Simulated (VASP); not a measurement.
Runs of VASP 6.6.1 on Se. The structure is that of space group P3_121 (No. 152), or close to it. The cells are those of the table. 

```csv
cell,gap on the mesh (eV),pressure (GPa),largest force (eV/Å)
"a = 4.292, b = 4.292, c = 4.870 Å, angles 90.0, 90.0, 120.0°, 3 atoms",(c),6.5,1.02
"a = 4.381, b = 4.381, c = 4.970 Å, angles 90.0, 90.0, 120.0°, 3 atoms",1.25,2.3,0.33
"a = 4.424, b = 4.424, c = 5.019 Å, angles 90.0, 90.0, 120.0°, 3 atoms",1.27,0.7,0.04
"a = 4.466, b = 4.466, c = 5.067 Å, angles 90.0, 90.0, 120.0°, 3 atoms",1.26,(a),0.22
"a = 4.337, b = 4.337, c = 4.920 Å, angles 90.0, 90.0, 120.0°, 3 atoms",1.22,(b),0.66
```

Alike in all rows: task single point; level PBE; potentials or basis VASP PAW PBE potentials, release 64 (Se); no spin polarisation; k mesh 5 × 5 × 4; cutoff (eV) 500; smearing gaussian 0.01 eV.

Estimate the missing entries.

(a) -0.7; (b) 4.2; (c) 1.19.

Caveats: an odd mesh through Γ misses points on the zone boundary, where band edges can lie; the cell stands under pressure (at least some runs); forces of over 1 eV/Å act on the atoms, so gaps and moduli don't describe the material at rest (at least some runs).

A k mesh can miss the band edges, and the runs leave out spin-orbit coupling on Se.
